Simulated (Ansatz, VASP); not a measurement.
# Ba in VASP and in Ansatz

INCAR

```
  PREC = Accurate
  ENCUT = 600
  EDIFF = 1E-7
  ISMEAR = -1
  SIGMA = 0.1
  LREAL = False
  LASPH = True
  NELM = 80
  ALGO = Normal
  ISIF = 3
  LWAVE = False
  LCHARG = False
  IBRION = 2
  NSW = 80
  EDIFFG = -0.01
```

The input KPOINTS:

```
regular mesh
0
Gamma
  6 6 6
```

The input POSCAR:

```
Ba
1.0
    0.0000000000      4.3860266073      4.3860266073
    4.3860266073      0.0000000000      4.3860266073
    4.3860266073      4.3860266073      0.0000000000
Ba
2
Direct
    0.1250000000      0.1250000000      0.1250000000
    0.8750000000      0.8750000000      0.8750000000
```

Input for Ansatz:

```yaml
crystal:
  lattice:
    - [0.0, 4.3860266073, 4.3860266073]
    - [4.3860266073, 0.0, 4.3860266073]
    - [4.3860266073, 4.3860266073, 0.0]
  atoms:
    - { symbol: Ba, position: [0.125, 0.125, 0.125] }
    - { symbol: Ba, position: [0.875, 0.875, 0.875] }
hamiltonian:
  xc: lda
  pseudopotentials:
    kind: paw
    azcp:
      Ba: "pseudopotentials/Ba.paw.azcp"
basis:
  ecutwfc: 420
  fft_grid_basis: typed
kpoints:
  mp_grid: { grid: [6, 6, 6], shift: [0, 0, 0] }
magnetization:
  spin_polarized: false
scf:
  occupations: { method: fermi_dirac, width: 0.1 }
relax:
  max_steps: 60
  f_tol: 0.01
  cell: {}
output:
  write_density: true
  write_potential: true
  elf: true
  volumetric_format: npy
```

Alike in both runs: task relaxation of cell and atoms; functional LDA; k mesh 6 × 6 × 6; occupations fermi-dirac, width 0.1 eV; no spin polarisation.

```csv
,VASP,Ansatz
version,VASP 6.6.1,Ansatz 0.2.0
potentials or method,"VASP PAW LDA potentials, release 64 (Ba_sv), cutoff 600 eV","plane waves (420 eV) with PAW, scalar-relativistic"
valence electrons in the cell,20,20
```

Ansatz gave:

| Property | Result |
| --- | --- |
| relaxed volume (Å³/atom) | 48.35 |
| relaxed length of the cell vector where the two differ most in proportion (Å) | 5.152 |

Question: Which values does VASP return?

Answer: Relaxed volume (Å³/atom): 50.58; relaxed length of the cell vector where the two differ most in proportion (Å): 5.230.

Ansatz warns that its potentials were made for another functional, while VASP's fit it. LDA's correlation is that of Perdew and Zunger in VASP and of Perdew and Wang (1992) in Ansatz.

Spin-orbit coupling is off throughout. Noted on VASP's run: the volume moved by over 15 % at a fixed basis, so the end points are rough.
